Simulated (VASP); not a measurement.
# SiC16 in VASP: single point with PBE+D3(BJ)

Aim: the single point of SiC16 with PBE+D3(BJ).

All numbers are computed with VASP 6.6.1; they aren't measurements. Logs are shortened: lines on timing, memory, paths and dates and some standing lists are left out, and cuts for length are marked.

**1. The cell of the first run**

The cell holds a slab with vacuum, 17 atoms: a = 4.930 Å, b = 4.422 Å, c = 22.694 Å, α = 90.00°, β = 90.00°, γ = 90.00°.

**2. Single point, PBE+D3(BJ), collinear spin**

INCAR reads:

```
PREC = Accurate
ENCUT = 520
EDIFF = 1E-6
ISMEAR = 0
SIGMA = 0.05
LREAL = Auto
LASPH = T
NELM = 150
ALGO = Normal
ISIF = 2
LWAVE = F
LCHARG = F
ISPIN = 2
MAGMOM = 0 0 0 0 0 0 0 0 0 0 0 0 0 0 0 0 2
LORBIT = 11
LDIPOL = T
IDIPOL = 3
DIPOL = 0.5 0.5 0.310
GGA = PE
IVDW = 12
NBANDS = 52
```

KPOINTS reads:

```
regular mesh
0
Gamma
  6 6 1
```

POSCAR reads:

```
SiC16
1.0
    4.9298676323      0.0000000000      0.0000000000
    0.0000000000      4.4224271195      0.0000000000
    0.0000000000      0.0000000000     22.6937497910
C Si
16 1
Direct
    0.2500000000      0.4155274488      0.1762599851
    0.7500000000      0.4155274488      0.1762599851
    0.0000000000      0.5195584910      0.2001803947
    0.5000000000      0.5195584910      0.2001803947
    0.0000000000      0.7272227621      0.2480852155
    0.5000000000      0.7272227621      0.2480852155
    0.2500000000      0.8312538043      0.2720056251
    0.7500000000      0.8312538043      0.2720056251
    0.2500000000      0.0442051686      0.3198734326
    0.7500000000      0.0442051686      0.3198734326
    0.0000000000      0.1500808487      0.3425973485
    0.5000000000      0.1500808487      0.3425973485
    0.0000000000      0.3779776253      0.3900566375
    0.5000000000      0.3779776253      0.3900566375
    0.2500000000      0.4764186278      0.4095290499
    0.7500000000      0.4764186278      0.4095290499
    0.5000000000      0.4764186278      0.5461305384
```

Potentials or basis: VASP PAW PBE potentials, release 64 (C, Si).

Started as:

```bash
> cat potpaw_PBE.64/C/POTCAR potpaw_PBE.64/Si/POTCAR > POTCAR
> mpirun -np 1 vasp_std > vasp.out
```

OUTCAR:

```text
PREC = Accurate
   ENCUT = 520
   EDIFF = 1E-6
   ISMEAR = 0
   LREAL = Auto
   LASPH = T
   NELM = 150
   ISIF = 2
   ISPIN = 2
   LORBIT = 11
   GGA = PE
   IVDW = 12
 IVDW          = 12

 ion  position               nearest neighbor table
   1  0.250  0.416  0.176-   3 1.42   4 1.42
   2  0.750  0.416  0.176-   3 1.42   4 1.42
   3  0.000  0.520  0.200-   5 1.42   2 1.42   1 1.42
   4  0.500  0.520  0.200-   6 1.42   2 1.42   1 1.42
   5  0.000  0.727  0.248-   3 1.42   7 1.42   8 1.42
   6  0.500  0.727  0.248-   4 1.42   7 1.42   8 1.42
   7  0.250  0.831  0.272-   5 1.42   6 1.42   9 1.44
   8  0.750  0.831  0.272-   5 1.42   6 1.42  10 1.44
   9  0.250  0.044  0.320-  11 1.42  12 1.42   7 1.44
  10  0.750  0.044  0.320-  11 1.42  12 1.42   8 1.44
  11  0.000  0.150  0.343-   9 1.42  10 1.42  13 1.48
  12  0.500  0.150  0.343-   9 1.42  10 1.42  14 1.48
  13  0.000  0.378  0.390-  15 1.38  16 1.38  11 1.48
  14  0.500  0.378  0.390-  15 1.38  16 1.38  12 1.48
  15  0.250  0.476  0.410-  13 1.38  14 1.38
  16  0.750  0.476  0.410-  13 1.38  14 1.38
  17  0.500  0.476  0.546-

  LATTYP: Found a simple orthorhombic cell.
 ALAT       =     4.4224271195
 B/A-ratio  =     1.1147425382
 C/A-ratio  =     5.1315147040

  Lattice vectors:

 A1 = (   0.0000000000,  -4.4224271195,   0.0000000000)
 A2 = (   4.9298676323,   0.0000000000,   0.0000000000)
 A3 = (   0.0000000000,   0.0000000000,  22.6937497910)

Analysis of symmetry for initial positions (statically):
=====================================================================
 Subroutine PRICEL returns:
 Original cell was already a primitive cell.

 Routine SETGRP: Setting up the symmetry group for a
 simple orthorhombic supercell.

 Subroutine GETGRP returns: Found  2 space group operations
 (whereof  2 operations were pure point group operations)
 out of a pool of  8 trial point group operations.

The static configuration has the point symmetry C_1h.

Analysis of symmetry for dynamics (positions and initial velocities):
=====================================================================
 Subroutine PRICEL returns:
 Original cell was already a primitive cell.

 Routine SETGRP: Setting up the symmetry group for a
 simple orthorhombic supercell.

 Subroutine GETGRP returns: Found  2 space group operations
 (whereof  2 operations were pure point group operations)
 out of a pool of  8 trial point group operations.

The dynamic configuration has the point symmetry C_1h.

Analysis of structural, dynamic, and magnetic symmetry:
=====================================================================
 Subroutine PRICEL returns:
 Original cell was already a primitive cell.

 Routine SETGRP: Setting up the symmetry group for a
 simple orthorhombic supercell.

 Subroutine GETGRP returns: Found  2 space group operations
 (whereof  2 operations were pure point group operations)
 out of a pool of  8 trial point group operations.

The overall configuration has the point symmetry C_1h.

 Subroutine INISYM returns: Found  2 space group operations
 (whereof  2 operations are pure point group operations),
 and found     1 'primitive' translations

----------------------------------------------------------------------------------------

                                     Primitive cell

  volume of cell :     494.7687

  direct lattice vectors                    reciprocal lattice vectors
     4.929867632  0.000000000  0.000000000     0.202845203  0.000000000  0.000000000
     0.000000000  4.422427120  0.000000000     0.000000000  0.226120176  0.000000000
     0.000000000  0.000000000 22.693749791     0.000000000  0.000000000  0.044064996

  length of vectors
     4.929867632  4.422427120 22.693749791     0.202845203  0.226120176  0.044064996

  position of ions in fractional coordinates (direct lattice)
     0.250000000  0.415527449  0.176259985
     0.750000000  0.415527449  0.176259985
     0.000000000  0.519558491  0.200180395
     0.500000000  0.519558491  0.200180395
[... 85 lines left out ...]
   NGXF,Y,Z  is equivalent  to a cutoff of  26.98, 27.07, 26.37 a.u.
 SYSTEM =  unknown system
   PREC   = accura    normal or accurate (medium, high low for compatibility)
   ISTART =      0    job   : 0-new  1-cont  2-samecut
   ICHARG =      2    charge: 1-file 2-atom 10-const
   ISPIN  =      2    spin polarized calculation?
   LNONCOLLINEAR =      F non collinear calculations
   LSORBIT =      F    spin-orbit coupling
   LASPH  =      T    aspherical Exc in radial PAW
   ENCUT  =  520.0 eV  38.22 Ry    6.18 a.u.   9.17  8.22 42.20*2*pi/ulx,y,z
   NELM   =    150;   NELMIN=  2; NELMDL= -5     # of ELM steps
   EDIFF  = 0.1E-05   stopping-criterion for ELM
   LREAL  =      T    real-space projection
   EDIFFG = 0.1E-04   stopping-criterion for IOM
   NSW    =      0    number of steps for IOM
   IBRION =     -1    ionic relax: 0-MD 1-quasi-New 2-CG
   NFREE  =      0    steps in history (QN), initial steepest desc. (CG)
   ISIF   =      2    stress and relaxation
   ISYM   =      2    0-nonsym 1-usesym 2-fastsym
   POTIM  = 0.5000    time-step for ionic-motion
   TEBEG  =    0.0;   TEEND  =   0.0 temperature during run
   PSTRESS=    0.0 pullay stress
   NELECT =      68.0000    total number of electrons
   NUPDOWN=      -1.0000    fix difference up-down
   EMIN   =  10.00;   EMAX   =-10.00  energy-range for DOS
   EFERMI =   0.00;   METHOD = LEGACY
   ISMEAR =     0;   SIGMA  =   0.05  broadening in eV -4-tet -1-fermi 0-gaus
   EFERMI_NEDOS =   21; number of points for ismear=-14 and -15
   IALGO  =     38    algorithm
   IMIX   =      4    mixing-type and parameters
     AMIX     =   0.40;   BMIX     =  1.00
     AMIX_MAG =   1.60;   BMIX_MAG =  1.00
  volume/ion in A,a.u.               =      29.10       196.40
  Fermi-wavevector in a.u.,A,eV,Ry     =   0.844845  1.596526  9.711337  0.713763
  Thomas-Fermi vector in A             =   1.959938
   LORBIT       =     11    0 simple, 1 ext, 2 COOP (PROOUT), +10 PAW based schemes
   GGA     = PE    functional components
   LHFCALC =     F    Hartree Fock is set to
   AEXX    =    0.0000 exact exchange contribution
   IVDW    =    12    specifies the selected vdW correction
   LEPSILON=     F    determine dielectric tensor
   LRPA    =     F    only Hartree local field effects (RPA)
 spin polarized calculation
 Gauss-broadening in eV      SIGMA  =   0.05
  energy-cutoff  :      520.00
  volume of cell :      494.77
 maximum number of plane-waves:     13376
 NGX is ok and might be reduce to    40
   NGX = 19   NGY = 17   NGZ = 85

 dipolmoment           0.000000      0.000000      0.149818 electrons x Angstroem

 number of electron      68.0000007 magnetization       0.4769969

 dipolmoment           0.000000      0.000000     -0.251200 electrons x Angstroem

 Free energy of the ion-electron system (eV)
  ---------------------------------------------------
  ext. energy  EPLUGINS =         0.00000000
  ---------------------------------------------------
  free energy    TOTEN  =      -136.74234679 eV

  energy without entropy =     -136.72965668  energy(sigma->0) =     -136.73600173

 E-fermi :  -2.1266     XC(G=0):  -4.4160

 val. band max:       -2.1285182918   @ k =   0.1667   0.5000   0.0000
 cond. band min:      -2.1239020334   @ k =   0.3333   0.0000   0.0000
 fundamental gap:      0.0046162585
 Fermi energy:        -2.1265798365

 spin component 1

 k-point     1 :       0.0000    0.0000    0.0000
  band No.  band energies     occupation
      1     -21.1010      1.00000
      2     -19.9846      1.00000
      3     -18.3523      1.00000
      4     -16.8352      1.00000
      5     -16.8190      1.00000
      6     -16.5218      1.00000
[... 773 lines left out ...]
     45       4.3298      0.00000
     46       4.5526      0.00000
 Fermi energy:        -2.1265798365

 spin component 2

 k-point     1 :       0.0000    0.0000    0.0000
  band No.  band energies     occupation
      1     -21.0929      1.00000
      2     -19.9692      1.00000
      3     -18.3341      1.00000
      4     -16.8272      1.00000
      5     -16.8125      1.00000
      6     -16.5078      1.00000
[... 773 lines left out ...]
     45       4.2985      0.00000
     46       4.5701      0.00000
 [bands above 46 left out]

------------------------ aborting loop because EDIFF is reached ----------------------------------------

 vacuum level on the upper side and lower side of the slab       (xc-potential included)        -1.207         0.903

 Edisp (eV)   -2.06668

 E8    (eV) :    -0.6212

  FORCE on cell =-STRESS in cart. coord.  units (eV):
  Direction    XX          YY          ZZ          XY          YZ          ZX
  --------------------------------------------------------------------------------------
  -------------------------------------------------------------------------------------
  Total       1.03829    -1.54872    -5.44576     0.00000     1.12047     0.00000
  in kB       3.36224    -5.01513   -17.63464     0.00000     3.62833     0.00000
  external pressure =       -6.43 kB  Pullay stress =        0.00 kB

 VOLUME and BASIS-vectors are now :
 -----------------------------------------------------------------------------
  energy-cutoff  :      520.00
  volume of cell :      494.77
      direct lattice vectors                 reciprocal lattice vectors
     4.929867632  0.000000000  0.000000000     0.202845203  0.000000000  0.000000000
     0.000000000  4.422427120  0.000000000     0.000000000  0.226120176  0.000000000
     0.000000000  0.000000000 22.693749791     0.000000000  0.000000000  0.044064996

 POSITION                                       TOTAL-FORCE (eV/Angst)
 -----------------------------------------------------------------------------------
      1.23247      1.83764      4.00000         0.004334      1.298630      1.631488
      3.69740      1.83764      4.00000        -0.004334      1.298630      1.631488
      0.00000      2.29771      4.54284         0.000000     -2.020557     -2.419034
      2.46493      2.29771      4.54284         0.000000     -2.009435     -2.411317
      0.00000      3.21609      5.62998         0.000000      0.853597      1.016565
      2.46493      3.21609      5.62998         0.000000      0.845502      1.029320
[... 9 lines left out ...]
      3.69740      2.10693      9.29375        -0.464407      0.438154      2.136254
      2.46493      2.10693     12.39375         0.000000      0.287983     -2.027803
 -----------------------------------------------------------------------------------
    total drift:                                0.000000     -0.020322     -0.035860

  FREE ENERGIE OF THE ION-ELECTRON SYSTEM (eV)
  ---------------------------------------------------
  free  energy   TOTEN  =      -138.8090304015 eV

  energy  without entropy=     -138.7963402874  energy(sigma->0) =     -138.80268534

 vacuum level on the upper side and lower side of the slab         1.846         4.016

 total charge

# of ion       s       p       d       tot
------------------------------------------
    1        0.926   1.514   0.000   2.439
    2        0.926   1.514   0.000   2.439
    3        0.864   1.775   0.000   2.639
    4        0.864   1.775   0.000   2.639
    5        0.869   1.762   0.000   2.631
    6        0.869   1.762   0.000   2.630
[... 9 lines left out ...]
   16        0.902   1.604   0.000   2.506
   17        0.959   0.483   0.000   1.441
--------------------------------------------------
tot         15.013  27.998   0.000  43.010

 magnetization (x)

# of ion       s       p       d       tot
------------------------------------------
    1        0.000   0.001   0.000   0.001
    2        0.000   0.001   0.000   0.001
    3        0.000   0.000   0.000   0.000
    4        0.000   0.000   0.000   0.000
    5       -0.000  -0.000   0.000  -0.000
    6       -0.000   0.000   0.000   0.000
[... 9 lines left out ...]
   16        0.008   0.044   0.000   0.051
   17        0.002   0.071   0.000   0.073
--------------------------------------------------
tot          0.022   0.178   0.000   0.200
```

It took 77 min on 1 thread of Oxide Virtual Turin-like, shared host; peak memory 1 GiB.

What came out:

```
Free energy                                           : -138.8090 eV
Largest force                                         : 3.152 eV/Å
Net moment                                            : 0.48 μB per cell
Site moments                                          : C +0.00, -0.00, +0.01, +0.05 (each value once); Si +0.07 μB
Valence electrons inside the program's atomic spheres : C 2.44, 2.64, 2.63, 2.65, 2.61, 2.62, 2.67, 2.51 (each value once); Si 1.44
Dispersion energy per atom                            : -0.122 eV
```

Forces in eV/Å, atoms in the order of the input:
```
C    0.004  1.299  1.631
C   -0.004  1.299  1.631
C    0.000 -2.021 -2.419
C    0.000 -2.009 -2.411
C    0.000  0.854  1.017
C    0.000  0.846  1.029
C   -0.015 -0.175 -0.211
C    0.015 -0.175 -0.211
C    0.033 -0.129 -0.179
C   -0.033 -0.129 -0.179
C    0.000  0.404  0.088
C    0.000  0.427  0.045
C    0.000 -0.617 -0.699
C    0.000 -1.036 -1.377
C    0.464  0.438  2.136
C   -0.464  0.438  2.136
Si   0.000  0.288 -2.028
```

Levels at points of the mesh, in eV from the Fermi level:
Spin up:
| k point | band 30 | band 31 | band 32 | band 33 | band 34 | band 35 | band 36 | band 37 | band 38 | band 39 |
| --- | --- | --- | --- | --- | --- | --- | --- | --- | --- | --- |
| (0.00, 0.00, 0.00) | -1.65 | -0.79 | -0.53 | -0.34 | 0.02 | 0.39 | 0.70 | 0.98 | 1.04 | 1.15 |
| (0.50, 0.00, 0.00) | -1.83 | -1.83 | -0.71 | -0.61 | -0.10 | -0.09 | 0.23 | 0.75 | 1.18 | 2.67 |
| (0.00, 0.50, 0.00) | -1.83 | -0.88 | -0.75 | -0.34 | -0.34 | 0.13 | 0.32 | 0.94 | 1.21 | 1.21 |
| (0.50, 0.50, 0.00) | -1.02 | -1.00 | -0.69 | -0.45 | -0.42 | -0.05 | -0.05 | 0.45 | 1.19 | 2.27 |
Spin down:
```csv
k point,band 31,band 32,band 33,band 34,band 35,band 36,band 37,band 38
"(0.00, 0.00, 0.00)",-0.59,-0.42,-0.33,0.04,0.47,0.95,1.04,1.12
"(0.50, 0.00, 0.00)",-1.82,-0.68,-0.46,-0.09,-0.08,0.33,1.12,1.64
"(0.00, 0.50, 0.00)",-0.53,-0.43,-0.33,-0.05,0.18,0.37,0.93,1.16
"(0.50, 0.50, 0.00)",-0.99,-0.38,-0.38,-0.05,-0.05,0.13,0.49,1.30
```
